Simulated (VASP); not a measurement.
Set up this calculation in VASP 6.6.1, as the native input.

```yaml
Task: single point
Functional: LDA
Potentials_or_basis: VASP PAW LDA potentials, release 64 (Ti_sv)
Cutoff: 520 eV
k_mesh: 14 × 14 × 14
Occupations: gaussian, width 0.1 eV
Spin: no spin polarisation
Dipole_correction: no
Further_INCAR_settings: ALGO = Normal; EDIFF = 1e-07; NBANDS = 12
```

The structure of Ti lies in POSCAR:

```
Ti
1.0
    0.0000000000      1.9932498176      1.9932498176
    1.9932498176      0.0000000000      1.9932498176
    1.9932498176      1.9932498176      0.0000000000
Ti
1
Direct
    0.0000000000      0.0000000000      0.0000000000
```

One way to write it, as run:

INCAR

```
SYSTEM = Ti
ALGO     = Normal         ! electronic algorithm
EDIFF    = 1E-7           ! SCF threshold, eV
ENCUT    = 520            ! plane-wave cutoff, eV
GGA      = CA             ! functional
ISIF     = 2              ! what is computed and relaxed
ISMEAR   = 0              ! smearing method
LASPH    = .TRUE.         ! aspherical terms in the spheres
LCHARG   = .TRUE.         ! write CHGCAR
LELF     = .TRUE.         ! ELF
LREAL    = .FALSE.        ! projectors in reciprocal space
LVHAR    = .TRUE.       
LWAVE    = .FALSE.        ! write WAVECAR
NBANDS   = 12             ! bands
NELM     = 60             ! most SCF steps
PREC     = Accurate       ! precision mode
SIGMA    = 0.1            ! smearing width, eV
```

KPOINTS

```
k-points
0
G
  14 14 14
  0 0 0
```

Potentials or basis: VASP PAW LDA potentials, release 64 (Ti_sv).

Run with:

```bash
$ cat potpaw_LDA.64/Ti_sv/POTCAR > POTCAR
$ mpirun -np 1 vasp_std > vasp.out
```

Results of the run:

| Property | Result |
| --- | --- |
| Pressure | 1.2 GPa |
| Band gap on the k mesh | zero (band 6 reaches 9.89 eV, above the bottom of band 7 at 8.52 eV) |

Wall time 6.7 s on 1 thread of Intel(R) Xeon(R) 6975P-C (Granite Rapids), with other jobs on the host, peak memory 0.13 GiB.
